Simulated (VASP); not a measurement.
As, 2 atoms in the cell. Symmetry: P6_3/mmc, No. 194, hexagonal system. The conventional cell has a = 2.924 Å, b = 2.924 Å, c = 4.932 Å, α = 90.00°, β = 90.00°, γ = 120.00°. Within 3.9 Å of As (site symmetry -6m2) lie 12 As at 2.92 to 2.99 Å. 

| Item | Value |
| --- | --- |
| Program | VASP 6.6.1 |
| Task | single point |
| Functional | LDA |
| Potentials or basis | VASP PAW LDA potentials, release 64 (As) |
| Cutoff | 520 eV |
| k mesh | 8 × 8 × 4 |
| Occupations | methfessel-paxton, width 0.1 eV |
| Spin | no spin polarisation |
| Dipole correction | no |
| Further INCAR settings | ALGO = Normal; EDIFF = 1e-06; NBANDS = 12 |

Potentials or basis: VASP PAW LDA potentials, release 64 (As).

Command:

```bash
$ cat potpaw_LDA.64/As/POTCAR > POTCAR
$ mpirun -np 1 vasp_std > vasp.out
```

Hardware: 1 thread of AMD EPYC 7R13, with other jobs on the host.

**Question.** How long does it take, and how much memory?

**Answer.** Wall time 21 s on 1 thread of AMD EPYC 7R13 (shared host), peak memory 0.11 GiB. Counts: scf iterations 9, k points 30.
